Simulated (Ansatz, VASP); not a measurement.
## Two plane-wave programs on Mn

```
Mn
1.0
     2.44975    0.00000    0.00000
    -1.22488    2.12155    0.00000
     0.00000    0.00000    3.97433
Mn
2
Direct
  0.33333 0.66667 0.25000
  0.66667 0.33333 0.75000
```

Alike in both runs: functional PBEsol; k mesh 12 × 12 × 6; occupations gaussian, width 0.1 eV; no spin polarisation.

Ansatz relaxed the structure, and its values are those at the end. VASP's run is a single point on that final structure, the one shown.

|  | VASP | Ansatz |
| --- | --- | --- |
| version | VASP 6.6.1 | Ansatz 0.2.0 |
| potentials or method | VASP PAW PBE potentials, release 64 (Mn_pv), cutoff 520 eV | scalar-relativistic, plane waves, PAW |
| valence electrons in the cell | 26 | 30 |

VASP gave:

* gap on the k mesh at the Fermi level (eV): none
* pressure (GPa): -0.1

Q: Which values does Ansatz return?

A: gap on the k mesh at the Fermi level (eV): none; pressure (GPa): 0.0.

VASP's potentials were made for PBE, not for PBEsol. A gap of «none» marks a metal or a gap that the smearing closes. VASP's potentials hold 26 valence electrons a cell and Ansatz's 30, so a difference there can come from the potentials and not from the codes.
